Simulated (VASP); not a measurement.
# PPt (P6_3mc) in VASP: a series of runs, part 2 of 2

VASP 6.6.1. Earlier steps stand in the parts before.

## Step 4: Relaxation of cell and atoms, PBE, target pressure 20 GPa, at which the enthalpy is minimised

File INCAR:

```
SYSTEM = PPt
ALGO = Normal
EDIFF = 1E-7
EDIFFG = -0.01
ENCUT = 600
GGA = PE
IBRION = 2
ISIF = 3
ISMEAR = -1
LASPH = .TRUE.
LCHARG = .FALSE.
LREAL = .FALSE.
LWAVE = .FALSE.
NELM = 100
NSW = 60
PREC = Accurate
PSTRESS = 200.0
SIGMA = 0.05
```

File KPOINTS:

```
k-points
0
G
  8 8 4
  0 0 0
```

File POSCAR:

```
PPt
1.0
    3.7430278549      0.0000000000      0.0000000000
   -1.8715139275      3.2415572094      0.0000000000
    0.0000000000      0.0000000000      6.3537430000
Pt P
2 2
Direct
    0.3333333333      0.6666666667      0.3718990000
    0.6666666667      0.3333333333      0.8718990000
    0.3333333333      0.6666666667      0.0031030000
    0.6666666667      0.3333333333      0.5031030000
```

Potentials or basis: VASP PAW PBE potentials, release 64 (Pt, P).

Command:

```bash
cat potpaw_PBE.64/Pt/POTCAR potpaw_PBE.64/P/POTCAR > POTCAR
mpirun -np 1 vasp_std > vasp.out
```

OUTCAR:

```text
SYSTEM = PPt
   EDIFF = 1E-7
   EDIFFG = -0.01
   ENCUT = 600
   GGA = PE
   IBRION = 2
   ISIF = 3
   ISMEAR = -1
   LASPH = .TRUE.
   LREAL = .FALSE.
   NELM = 100
   NSW = 60
   PREC = Accurate
   PSTRESS = 200.0

 ion  position               nearest neighbor table
   1  0.333  0.667  0.372-   4 2.32   4 2.32   4 2.32   3 2.34
   2  0.667  0.333  0.872-   3 2.32   3 2.32   3 2.32   4 2.34
   3  0.333  0.667  0.003-   2 2.32   2 2.32   2 2.32   1 2.34
   4  0.667  0.333  0.503-   1 2.32   1 2.32   1 2.32   2 2.34

  LATTYP: Found a hexagonal cell.
 ALAT       =     3.7430278549
 C/A-ratio  =     1.6974875011

  Lattice vectors:

 A1 = (   3.7430278549,   0.0000000000,   0.0000000000)
 A2 = (  -1.8715139275,   3.2415572094,   0.0000000000)
 A3 = (   0.0000000000,   0.0000000000,   6.3537430000)

Analysis of symmetry for initial positions (statically):
=====================================================================
 Subroutine PRICEL returns:
 Original cell was already a primitive cell.

 Routine SETGRP: Setting up the symmetry group for a
 hexagonal supercell.

 Subroutine GETGRP returns: Found 12 space group operations
 (whereof  6 operations were pure point group operations)
 out of a pool of 24 trial point group operations.

The static configuration has the point symmetry C_3v.
 The point group associated with its full space group is C_6v.

[... 174 lines left out ...]
  Total       -0.0958101     -0.0958101      0.1477463      0.0000000      0.0000000      0.0000000
  in kB       -1.9912026     -1.9912026      3.0705822      0.0000000      0.0000000      0.0000000
  external PRESSURE =    -200.3039410 kB  Pullay stress =     200.0000000 kB
[... 103 lines left out ...]
  energy  without entropy=      -23.9222912100  energy(sigma->0) =      -23.92897852

  enthalpy is  TOTEN    =       -15.2499176559 eV   P V=        8.6857481726

 E-fermi :   9.6853     XC(G=0): -11.8705

 val. band max:        9.6343269593   @ k =   0.2500   0.0000   0.0000
 cond. band min:       9.8805153482   @ k =   0.5000   0.0000   0.0000
 fundamental gap:      0.2461883888
 Fermi energy:         9.6852909619

 k-point     1 :       0.0000    0.0000    0.0000
  band No.  band energies     occupation
      1      -4.6675      2.00000
      2      -3.2853      2.00000
      3       1.2592      2.00000
      4       2.4650      2.00000
      5       4.5251      2.00000
      6       4.6818      2.00000
[... 517 lines left out ...]
     18      11.6372      0.00000
     19      14.5899      0.00000

 [... further k-points ...]

[... ionic steps 4 to 30 ...]

--------------------------------------- Ionic step       31  -------------------------------------------

 number of electron      29.9999999 magnetization

------------------------ aborting loop because EDIFF is reached ----------------------------------------
[... 75 lines left out ...]
--------------------------------------- Ionic step       33  -------------------------------------------

 number of electron      29.9999999 magnetization

 Free energy of the ion-electron system (eV)
  ---------------------------------------------------
  ext. energy  EPLUGINS =         0.00000000
  ---------------------------------------------------
  free energy    TOTEN  =       -23.70873459 eV

  energy without entropy =      -23.70483695  energy(sigma->0) =      -23.70678577

 E-fermi :  10.2241     XC(G=0): -11.9981

 val. band max:       10.2142179647   @ k =   0.2500   0.0000   0.0000
 cond. band min:      10.3552429480   @ k =   0.3750  -0.0000   0.5000
 fundamental gap:      0.1410249832
 Fermi energy:        10.2240644708

 k-point     1 :       0.0000    0.0000    0.0000
  band No.  band energies     occupation
      1      -4.4948      2.00000
      2      -3.1683      2.00000
      3       1.5070      2.00000
      4       2.6086      2.00000
      5       4.8263      2.00000
      6       4.8263      2.00000
[... 554 lines left out ...]
  energy  without entropy=      -23.7048369529  energy(sigma->0) =      -23.70678577

  enthalpy is  TOTEN    =       -15.9493094138 eV   P V=        7.7594251752

 reached required accuracy - stopping structural energy minimisation
```

OSZICAR:

```text
N       E                     dE             d eps       ncg     rms          rms(c)
DAV:   1     0.167838833196E+03    0.16784E+03   -0.15544E+04  1140   0.161E+03
DAV:   2    -0.176509228711E+02   -0.18549E+03   -0.17817E+03  1393   0.283E+02
DAV:   3    -0.256402552222E+02   -0.79893E+01   -0.77388E+01  1400   0.562E+01
[... 339 lines left out ...]
DAV:   3    -0.237087355203E+02    0.41598E-05   -0.98371E-06  1386   0.202E-02    0.738E-03
DAV:   4    -0.237087348328E+02    0.68755E-06   -0.27189E-06  1380   0.104E-02    0.264E-03
DAV:   5    -0.237087347139E+02    0.11881E-06   -0.10778E-07   620   0.228E-03    0.156E-03
DAV:   6    -0.237087346009E+02    0.11304E-06   -0.25960E-08   570   0.112E-03    0.349E-04
DAV:   7    -0.237087345890E+02    0.11936E-07   -0.53357E-09   570   0.553E-04
  33 F= -.15949309E+02 E0= -.15947361E+02  d E =-.285394E-04
```

CONTCAR:

```text
PPt
   1.00000000000000
     3.1039964606675676   -0.0000000001942600    0.0000000000000000
    -1.5519982305434827    2.6881397881699813   -0.0000000000000000
     0.0000000000000000   -0.0000000000000000    7.4496705955881639
  Pt              P
     2     2
Direct
     0.3333333332999970    0.6666666667000030    0.3429303243378425
     0.6666666667000030    0.3333333332999970    0.8429303243378427
     0.3333333332999970    0.6666666667000030    0.0320716756621596
     0.6666666667000030    0.3333333332999970    0.5320716756621594

  0.00000000E+00  0.00000000E+00  0.00000000E+00
  0.00000000E+00  0.00000000E+00  0.00000000E+00
  0.00000000E+00  0.00000000E+00  0.00000000E+00
  0.00000000E+00  0.00000000E+00  0.00000000E+00
```

Run time: 17 min. Hardware: 1 thread of Intel Xeon Platinum 8259CL at 2.50GHz (Skylake/Cascade Lake), shared host; peak memory 0.24 GiB.

What came out:

| Quantity | Value |
| --- | --- |
| Free energy | -23.7087 eV |
| Relaxed volume | 15.54 Å³/atom |
| Relaxed cell | a = 3.104 Å, b = 3.104 Å, c = 7.450 Å, α = 90.00°, β = 90.00°, γ = 120.00° |
| Space group after relaxing (to 0.05 Å) | P6_3mc (No. 186) |
| Energy change on relaxing (the enthalpy is what falls) | +150.2 meV/atom |
| Ionic steps | 33 |
| Pressure after relaxing | 20.0 GPa |
| Band gap on the k mesh | zero (band 15 reaches 13.62 eV, above the bottom of band 16 at 9.12 eV) |

Forces in eV/Å, atoms in the order of the input:
```
Pt   0.000  0.000 -0.003
Pt   0.000  0.000 -0.003
P    0.000  0.000  0.003
P    0.000  0.000  0.003
```

The path:
| step | energy change (eV) | largest force (eV/Å) | pressure (GPa) | volume (Å³) |
| --- | --- | --- | --- | --- |
| 1 | 0.0000 | 0.1363 | -0.03 | 77.09 |
| 2 | 6.3399 | 0.9965 | 121.09 | 53.21 |
| 3 | 0.3738 | 0.3339 | 17.74 | 69.58 |
| 4 | 0.4339 | 0.3491 | 19.41 | 69.06 |
| 5 | 0.4588 | 0.3552 | 20.07 | 68.86 |
| 6 | 0.4562 | 0.0072 | 20.09 | 68.75 |
| 7 | 0.4597 | 0.1587 | 20.12 | 68.72 |
| 8 | 0.4537 | 0.1690 | 20.01 | 68.70 |
| 9 | 0.4371 | 0.2257 | 19.64 | 68.63 |
| 10 | 0.4191 | 0.3842 | 18.79 | 68.45 |
| 11 | 0.4389 | 0.7796 | 16.48 | 67.89 |
| 12 | 0.4641 | 1.8965 | 8.64 | 66.03 |
| 13 | 0.4003 | 1.4256 | 12.21 | 66.96 |
| 14 | 0.4354 | 1.7642 | 9.76 | 66.36 |
| 15 | 0.4356 | 1.7715 | 9.60 | 66.33 |
| 16 | 0.4374 | 1.7941 | 9.13 | 66.25 |
| 17 | 0.4467 | 1.8332 | 8.23 | 66.07 |
| 18 | 0.5003 | 1.8829 | 6.53 | 65.70 |
| 19 | 0.4590 | 1.8577 | 7.66 | 65.96 |
| 20 | 0.4581 | 1.8289 | 7.87 | 65.86 |
| 21 | 0.4569 | 1.7411 | 8.50 | 65.57 |
| 22 | 0.4609 | 1.5596 | 9.84 | 64.99 |
| 23 | 0.4966 | 1.1736 | 12.86 | 63.83 |
| 24 | 0.6928 | 0.3029 | 20.33 | 61.52 |
| 25 | 0.6819 | 0.3388 | 19.99 | 61.61 |
| 26 | 0.6749 | 0.3171 | 19.91 | 61.65 |
| 27 | 0.6543 | 0.2515 | 19.80 | 61.79 |
| 28 | 0.6159 | 0.1203 | 19.53 | 62.05 |
| 29 | 0.5498 | 0.1420 | 19.12 | 62.59 |
| 30 | 0.5841 | 0.0022 | 19.34 | 62.30 |
| 31 | 0.6019 | 0.0173 | 20.06 | 62.15 |
| 32 | 0.6021 | 0.0176 | 20.07 | 62.15 |
| 33 | 0.6007 | 0.0029 | 20.03 | 62.16 |

Final structure:
```
CELL_PARAMETERS angstrom
3.10400 0.00000 0.00000
-1.55200 2.68814 0.00000
0.00000 0.00000 7.44967
ATOMIC_POSITIONS crystal
Pt 0.33333 0.66667 0.34293
Pt 0.66667 0.33333 0.84293
P 0.33333 0.66667 0.03207
P 0.66667 0.33333 0.53207
```

Caveat: the cell is relaxed towards a set pressure, so the enthalpy falls and the energy may rise; the volume moved by over 15 % at a fixed basis, so the end points are rough; spin-orbit coupling is left out, which moves the levels of the heavy elements.

## Step 5: Summary

```csv
cell,gap on the mesh (eV),pressure (GPa)
relaxed to 5 GPa,none,5.0
relaxed to 10 GPa,none,9.9
relaxed to 20 GPa,none,20.0
```

Alike in all rows: task relaxation of cell and atoms; level PBE; potentials or basis VASP PAW PBE potentials, release 64 (Pt, P); no spin polarisation; k mesh 8 × 8 × 4; cutoff (eV) 600; smearing fermi-dirac 0.05 eV.

Caveats: the cell is relaxed towards a set pressure, so the enthalpy falls and the energy may rise; spin-orbit coupling is left out, which moves the levels of the heavy elements; the volume moved by over 15 % at a fixed basis, so the end points are rough (some runs).

Total energies depend on the potentials used, so only differences within one code and one set of settings carry meaning.
